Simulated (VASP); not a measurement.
Wanted: the native input for a VASP 6.6.1 run.

```
Task                   : single point
Functional             : PBEsol
Potentials or basis    : VASP PAW PBE potentials, release 64 (W_sv)
Cutoff                 : 520 eV
k mesh                 : 3 × 3 × 3
Occupations            : gaussian, width 0.15 eV
Spin                   : no spin polarisation
Dipole correction      : no
Further INCAR settings : LREAL = Auto; ALGO = Normal; EDIFF = 1e-06; NBANDS = 118
```

The structure of W (a cell with a defect) lies in POSCAR:

```
W
1.0
    6.3200000000      0.0000000000      0.0000000000
    0.0000000000      6.3200000000      0.0000000000
    0.0000000000      0.0000000000      6.3200000000
W
15
Direct
    0.5053691456     -0.0036340190     -0.0036609177
   -0.0059287975      0.5076604430     -0.0036560127
   -0.0059235759     -0.0036405063      0.5076311709
    0.1779343354      0.1802316456      0.1802066456
    0.4976892405      0.4999658228      0.0019875000
    0.4976859177      0.0020147152      0.4999520570
    0.7431349684      0.2556481013      0.2556354430
   -0.0002875000      0.4999893987      0.4999632911
    0.2533672468      0.7454162975      0.2556382911
    0.2533637658      0.2556607595      0.7453901899
    0.4995425633      0.5018240506      0.5018007911
    0.7529416139      0.7552341772      0.2522147152
    0.7529488924      0.2522412975      0.7552145570
    0.2499596519      0.7552384494      0.7552216772
    0.7531835443      0.7554854430      0.7554648734
```

These files were run (other wordings do the same):

INCAR

```
ALGO = Normal ; EDIFF = 1E-6
ENCUT = 520 ; GGA = PS
ISIF = 2 ; ISMEAR = 0
LASPH = True ; LCHARG = False
LREAL = Auto ; LWAVE = False
NBANDS = 118 ; NELM = 100
PREC = Accurate ; SIGMA = 0.15
```

KPOINTS

```
k-points
0
Gamma
  3 3 3
```

Potentials or basis: VASP PAW PBE potentials, release 64 (W_sv).

Run with:

```bash
$ cat potpaw_PBE.64/W_sv/POTCAR > POTCAR
$ mpirun -np 1 vasp_std > vasp.out
```

Results of the run:

```
Pressure               : -7.1 GPa
Largest force          : 1.836 eV/Å
Band gap on the k mesh : zero (band 105 reaches 10.18 eV, above the bottom of band 106 at 10.01 eV)
```

Caveat: the PAW data sets were made with another functional, which shifts forces and pressure a little; spin-orbit coupling is left out, which moves the levels of the heavy elements.

Run time: 13 min on 1 thread of Intel(R) Xeon(R) Platinum 8259CL CPU @ 2.50GHz (Skylake/Cascade Lake) (shared host), peak memory 0.47 GiB.
